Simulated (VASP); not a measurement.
# Zn2C (fluorite type) in VASP: further runs, part 2 of 2

VASP 6.6.1.

## Step 3: Single point, PBE (x and y stretched by -2 %, z held)

INCAR reads:

```
SYSTEM = Zn2C
PREC = Accurate ; ENCUT = 520
EDIFF = 1E-7 ; ISMEAR = -1
SIGMA = 0.08 ; LREAL = .FALSE.
LASPH = .TRUE. ; NELM = 80
ALGO = Normal ; ISIF = 2
LWAVE = .FALSE. ; LCHARG = .FALSE.
GGA = PE ; NBANDS = 21
```

KPOINTS reads:

```
regular mesh
0
G
  11 11 11
  0 0 0
```

POSCAR reads:

```
Zn2C
1.0
    0.0000000000      2.5523370305      2.6044255414
    2.5523370305      0.0000000000      2.6044255414
    2.5523370305      2.5523370305      0.0000000000
C Zn
1 2
Direct
    0.0000000000      0.0000000000      0.0000000000
    0.2500000000      0.2500000000      0.2500000000
    0.7500000000      0.7500000000      0.7500000000
```

Potentials or basis: VASP PAW PBE potentials, release 64 (C, Zn).

Launch:

```bash
> cat potpaw_PBE.64/C/POTCAR potpaw_PBE.64/Zn/POTCAR > POTCAR
> mpirun -np 1 vasp_std > vasp.out
```

OUTCAR:

```text
SYSTEM = Zn2C
   PREC = Accurate
   ENCUT = 520
   EDIFF = 1E-7
   ISMEAR = -1
   LREAL = .FALSE.
   LASPH = .TRUE.
   NELM = 80
   ISIF = 2
   GGA = PE

 ion  position               nearest neighbor table
   1  0.000  0.000  0.000-   3 2.23   3 2.23   3 2.23   2 2.23   3 2.23   2 2.23   2 2.23   2 2.23

   2  0.250  0.250  0.250-   1 2.23   1 2.23   1 2.23   1 2.23   3 2.55   3 2.55   3 2.55   3 2.55
                             3 2.60   3 2.60
   3  0.750  0.750  0.750-   1 2.23   1 2.23   1 2.23   1 2.23   2 2.55   2 2.55   2 2.55   2 2.55
                             2 2.60   2 2.60

  LATTYP: Found a body centered tetragonal cell.
 ALAT       =     3.6095496443
 C/A-ratio  =     1.4430750637

  Lattice vectors:

 A1 = (  -2.5523370305,   0.0000000000,   2.6044255414)
 A2 = (   2.5523370305,   0.0000000000,   2.6044255414)
 A3 = (   0.0000000000,   2.5523370305,  -2.6044255414)

Analysis of symmetry for initial positions (statically):
=====================================================================
 Subroutine PRICEL returns:
 Original cell was already a primitive cell.

 Routine SETGRP: Setting up the symmetry group for a
 body centered tetragonal supercell.

 Subroutine GETGRP returns: Found 16 space group operations
 (whereof 16 operations were pure point group operations)
 out of a pool of 16 trial point group operations.

The static configuration has the point symmetry D_4h.

Analysis of symmetry for dynamics (positions and initial velocities):
=====================================================================
 Subroutine PRICEL returns:
 Original cell was already a primitive cell.

 Routine SETGRP: Setting up the symmetry group for a
 body centered tetragonal supercell.

 Subroutine GETGRP returns: Found 16 space group operations
 (whereof 16 operations were pure point group operations)
 out of a pool of 16 trial point group operations.

The dynamic configuration has the point symmetry D_4h.

 Subroutine INISYM returns: Found 16 space group operations
 (whereof 16 operations are pure point group operations),
 and found     1 'primitive' translations

----------------------------------------------------------------------------------------

                                     Primitive cell

  volume of cell :      33.9327

  direct lattice vectors                    reciprocal lattice vectors
     0.000000000  2.552337030  2.604425541    -0.195898893  0.195898893  0.191980916
     2.552337030  0.000000000  2.604425541     0.195898893 -0.195898893  0.191980916
     2.552337030  2.552337030  0.000000000     0.195898893  0.195898893 -0.191980916

  length of vectors
     3.646567800  3.646567800  3.609549644     0.337059972  0.337059972  0.337059972

  position of ions in fractional coordinates (direct lattice)
     0.000000000  0.000000000  0.000000000
     0.250000000  0.250000000  0.250000000
     0.750000000  0.750000000  0.750000000

  ion indices of the primitive-cell ions
   primitive index   ion index
                 1           1
                 2           2
                 3           3

----------------------------------------------------------------------------------------

 KPOINTS: regular mesh

Automatic generation of k-mesh.
 Grid dimensions read from file:
 generate k-points for:   11   11   11

 Generating k-lattice:

  Cartesian coordinates                     Fractional coordinates (reciprocal lattice)
    -0.017808990  0.017808990  0.017452811     0.090909091  0.000000000  0.000000000
     0.017808990 -0.017808990  0.017452811     0.000000000  0.090909091  0.000000000
     0.017808990  0.017808990 -0.017452811    -0.000000000 -0.000000000  0.090909091

  Length of vectors
     0.030641816  0.030641816  0.030641816

  Shift w.r.t. Gamma in fractional coordinates (k-lattice)
     0.000000000  0.000000000  0.000000000

 Subroutine IBZKPT returns following result:
 ===========================================

 Found    126 irreducible k-points:

 Following reciprocal coordinates:
            Coordinates               Weight
  0.000000  0.000000  0.000000      1.000000
  0.090909 -0.000000  0.000000      8.000000
  0.181818 -0.000000  0.000000      8.000000
  0.272727  0.000000  0.000000      8.000000
  0.363636  0.000000  0.000000      8.000000
  0.454545 -0.000000  0.000000      8.000000
[... 16 lines left out ...]
 -0.272727  0.181818  0.000000      8.000000
 -0.181818  0.181818  0.000000      4.000000
 [... further k-points ...]
   k-points           NKPTS =    126   k-points in BZ     NKDIM =    126   number of bands    NBANDS=     21
   number of dos      NEDOS =    301   number of ions     NIONS =      3
   total plane-waves  NPLWV =  21952
   dimension x,y,z NGX =    28 NGY =   28 NGZ =   28
   dimension x,y,z NGXF=    56 NGYF=   56 NGZF=   56
   ions per type =               1   2
   NGX,Y,Z   is equivalent  to a cutoff of  12.77, 12.77, 12.90 a.u.
   NGXF,Y,Z  is equivalent  to a cutoff of  25.53, 25.53, 25.79 a.u.
 SYSTEM =  Zn2C
   PREC   = accura    normal or accurate (medium, high low for compatibility)
   ISTART =      0    job   : 0-new  1-cont  2-samecut
   ICHARG =      2    charge: 1-file 2-atom 10-const
   ISPIN  =      1    spin polarized calculation?
   LNONCOLLINEAR =      F non collinear calculations
   LSORBIT =      F    spin-orbit coupling
   LASPH  =      T    aspherical Exc in radial PAW
   ENCUT  =  520.0 eV  38.22 Ry    6.18 a.u.   6.78  6.78  6.71*2*pi/ulx,y,z
   NELM   =     80;   NELMIN=  2; NELMDL= -5     # of ELM steps
   EDIFF  = 0.1E-06   stopping-criterion for ELM
   LREAL  =      F    real-space projection
   EDIFFG = 0.1E-05   stopping-criterion for IOM
   NSW    =      0    number of steps for IOM
   IBRION =     -1    ionic relax: 0-MD 1-quasi-New 2-CG
   NFREE  =      0    steps in history (QN), initial steepest desc. (CG)
   ISIF   =      2    stress and relaxation
   ISYM   =      2    0-nonsym 1-usesym 2-fastsym
   POTIM  = 0.5000    time-step for ionic-motion
   TEBEG  =    0.0;   TEEND  =   0.0 temperature during run
   PSTRESS=    0.0 pullay stress
   NELECT =      28.0000    total number of electrons
   NUPDOWN=      -1.0000    fix difference up-down
   EMIN   =  10.00;   EMAX   =-10.00  energy-range for DOS
   EFERMI =   0.00;   METHOD = LEGACY
   ISMEAR =    -1;   SIGMA  =   0.08  broadening in eV -4-tet -1-fermi 0-gaus
   EFERMI_NEDOS =   21; number of points for ismear=-14 and -15
   IALGO  =     38    algorithm
   IMIX   =      4    mixing-type and parameters
     AMIX     =   0.40;   BMIX     =  1.00
     AMIX_MAG =   1.60;   BMIX_MAG =  1.00
  volume/ion in A,a.u.               =      11.31        76.33
  Fermi-wavevector in a.u.,A,eV,Ry     =   1.535518  2.901708 32.080018  2.357815
  Thomas-Fermi vector in A             =   2.642295
   LORBIT       =      0    0 simple, 1 ext, 2 COOP (PROOUT), +10 PAW based schemes
   GGA     = PE    functional components
   LHFCALC =     F    Hartree Fock is set to
   AEXX    =    0.0000 exact exchange contribution
   IVDW    =     0    specifies the selected vdW correction
   LEPSILON=     F    determine dielectric tensor
   LRPA    =     F    only Hartree local field effects (RPA)
 non-spin polarized calculation
  energy-cutoff  :      520.00
  volume of cell :       33.93
 maximum number of plane-waves:       934
   NGX = 13   NGY = 13   NGZ = 13

 number of electron      27.9999994 magnetization

 Free energy of the ion-electron system (eV)
  ---------------------------------------------------
  ext. energy  EPLUGINS =         0.00000000
  ---------------------------------------------------
  free energy    TOTEN  =        -9.23611061 eV

  energy without entropy =       -9.23559505  energy(sigma->0) =       -9.23585283

 E-fermi :   4.9501     XC(G=0): -12.1265

 val. band max:        4.8160871754   @ k =   0.0000   0.0000   0.0000
 cond. band min:       5.5282572989   @ k =   0.0909  -0.0000   0.0000
 fundamental gap:      0.7121701235
 Fermi energy:         4.9500687092

 k-point     1 :       0.0000    0.0000    0.0000
  band No.  band energies     occupation
      1      -9.4057      2.00000
      2      -4.0540      2.00000
      3      -3.9794      2.00000
      4      -3.9794      2.00000
      5      -3.8187      2.00000
      6      -3.7627      2.00000
[... 13 lines left out ...]
     20      15.5112      0.00000
     21      16.1189      0.00000
[... 529 lines left out ...]
 k-point    24 :      -0.1818    0.1818    0.0000
  band No.  band energies     occupation
      1      -8.3324      2.00000
      2      -4.0454      2.00000
      3      -3.7662      2.00000
      4      -3.6149      2.00000
      5      -3.5457      2.00000
      6      -3.4140      2.00000
[... 13 lines left out ...]
     20      15.6256      0.00000
     21      16.5306      0.00000

 [... further k-points ...]
[... 5 lines left out ...]
  --------------------------------------------------------------------------------------
  -------------------------------------------------------------------------------------
  Total        1.7375984      1.7375984      0.6683818      0.0000000     -0.0000000      0.0000000
  in kB       82.0430912     82.0430912     31.5585618      0.0000000     -0.0000000      0.0000000
  external PRESSURE =      65.2149147 kB  Pullay stress =       0.0000000 kB

 VOLUME and BASIS-vectors are now :
 -----------------------------------------------------------------------------
  energy-cutoff  :      520.00
  volume of cell :       33.93
      direct lattice vectors                 reciprocal lattice vectors
     0.000000000  2.552337030  2.604425541    -0.195898893  0.195898893  0.191980916
     2.552337030  0.000000000  2.604425541     0.195898893 -0.195898893  0.191980916
     2.552337030  2.552337030  0.000000000     0.195898893  0.195898893 -0.191980916

 POSITION                                       TOTAL-FORCE (eV/Angst)
 -----------------------------------------------------------------------------------
      0.00000      0.00000      0.00000        -0.000000      0.000000      0.000000
      1.27617      1.27617      1.30221        -0.000000     -0.000000     -0.000000
      3.82851      3.82851      3.90664         0.000000      0.000000      0.000000
 -----------------------------------------------------------------------------------
    total drift:                                0.000000      0.000000      0.000000

  FREE ENERGIE OF THE ION-ELECTRON SYSTEM (eV)
  ---------------------------------------------------
  free  energy   TOTEN  =        -9.2361106080 eV

  energy  without entropy=       -9.2355950458  energy(sigma->0) =       -9.23585283
```

OSZICAR:

```text
N       E                     dE             d eps       ncg     rms          rms(c)
DAV:   1     0.143313264850E+03    0.14331E+03   -0.14181E+04  5476   0.208E+03
DAV:   2    -0.698844690271E+00   -0.14401E+03   -0.13715E+03  5402   0.331E+02
DAV:   3    -0.110205572731E+02   -0.10322E+02   -0.10163E+02  6052   0.885E+01
DAV:   4    -0.111895319905E+02   -0.16897E+00   -0.16882E+00  5732   0.109E+01
DAV:   5    -0.111904658493E+02   -0.93386E-03   -0.93384E-03  6087   0.771E-01    0.102E+01
DAV:   6    -0.924626087967E+01    0.19442E+01   -0.48786E+00  7835   0.510E+01    0.727E+00
DAV:   7    -0.925342626250E+01   -0.71654E-02   -0.83962E-01  5824   0.112E+01    0.384E+00
DAV:   8    -0.923814060435E+01    0.15286E-01   -0.48359E-02  5814   0.159E+00    0.115E+00
DAV:   9    -0.923610227117E+01    0.20383E-02   -0.29620E-03  7020   0.585E-01    0.139E-01
DAV:  10    -0.923608320681E+01    0.19064E-04   -0.91570E-04  7909   0.279E-01    0.584E-02
DAV:  11    -0.923611129370E+01   -0.28087E-04   -0.16355E-04  5727   0.108E-01    0.187E-02
DAV:  12    -0.923611123772E+01    0.55982E-07   -0.50921E-06  5785   0.218E-02    0.111E-02
DAV:  13    -0.923611076088E+01    0.47684E-06   -0.53348E-07  6017   0.724E-03    0.284E-03
DAV:  14    -0.923611059966E+01    0.16122E-06   -0.38875E-07  5357   0.467E-03    0.537E-04
DAV:  15    -0.923611060795E+01   -0.82900E-08   -0.11848E-07  4004   0.216E-03
   1 F= -.92361106E+01 E0= -.92358528E+01  d E =-.515562E-03
```

stdout:

```text
POSCAR found type information on POSCAR C Zn
 POSCAR found :  2 types and       3 ions
 scaLAPACK will be used
 LDA part: xc-table for (Slater+PW92), standard interpolation
 POSCAR, INCAR and KPOINTS ok, starting setup
 FFT: planning ... GRIDC
 FFT: planning ... GRID_SOFT
 FFT: planning ... GRID
 WAVECAR not read
 entering main loop
```

Wall time 41 s (1 thread of Intel Xeon 6975P-C (Granite Rapids), shared host); peak memory 0.21 GiB.

What came out:

```yaml
Free_energy: -9.2361 eV
Pressure: 6.5 GPa
Band_gap_on_the_k_mesh: zero (filled and empty bands touch)
```

Caveat: the cell differs from its parent crystal (x and y stretched by -2 %, z held).
